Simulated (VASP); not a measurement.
Set up this calculation in VASP 6.6.1, as the native input.

- Task: single point
- Functional: PBEsol
- Dispersion: D3(BJ)
- Potentials or basis: VASP PAW PBE potentials, release 64 (C)
- Cutoff: 520 eV
- k mesh: 21 × 21 × 12
- Occupations: gaussian, width 0.15 eV
- Spin: no spin polarisation
- Dipole correction: no
- Further INCAR settings: ALGO = Normal; EDIFF = 1e-07; NBANDS = 11

The structure of C lies in POSCAR:

```
C
1.0
    2.3962167908      0.0000000000      0.0000000000
   -1.1981083954      2.0751846138      0.0000000000
    0.0000000000      0.0000000000      3.4412451853
C
2
Direct
    0.3192382018      0.6384764037      0.0000000000
    0.6807617982      0.3615235963      0.0000000000
```

The input as run:

INCAR

```
SYSTEM = C
PREC     = Accurate       ! precision mode
ENCUT    = 520            ! plane-wave cutoff, eV
EDIFF    = 1E-7           ! SCF threshold, eV
ISMEAR   = 0              ! smearing method
SIGMA    = 0.15           ! smearing width, eV
LREAL    = .FALSE.        ! projectors in reciprocal space
LASPH    = .TRUE.         ! aspherical terms in the spheres
NELM     = 80             ! most SCF steps
ALGO     = Normal         ! electronic algorithm
ISIF     = 2              ! what is computed and relaxed
LWAVE    = .FALSE.        ! write WAVECAR
LCHARG   = .FALSE.        ! write CHGCAR
GGA      = PS             ! functional
IVDW     = 12             ! dispersion correction
NBANDS   = 11             ! bands
```

KPOINTS

```
Automatic mesh
0
G
  21 21 12
  0 0 0
```

Potentials or basis: VASP PAW PBE potentials, release 64 (C).

Command:

```bash
$ cat potpaw_PBE.64/C/POTCAR > POTCAR
$ mpirun -np 1 vasp_std > vasp.out
```

Results of the run:

```
Pressure                   : 31.7 GPa
Largest force              : 6.547 eV/Å
Band gap on the k mesh     : zero (band 4 reaches 5.12 eV, above the bottom of band 5 at 4.56 eV)
Dispersion energy per atom : -0.106 eV
```

Caveat: the PAW data sets were made with another functional, which shifts forces and pressure a little.

It took 86 s on 1 thread of Intel Xeon 6975P-C, with other jobs on the host, peak memory 0.24 GiB.
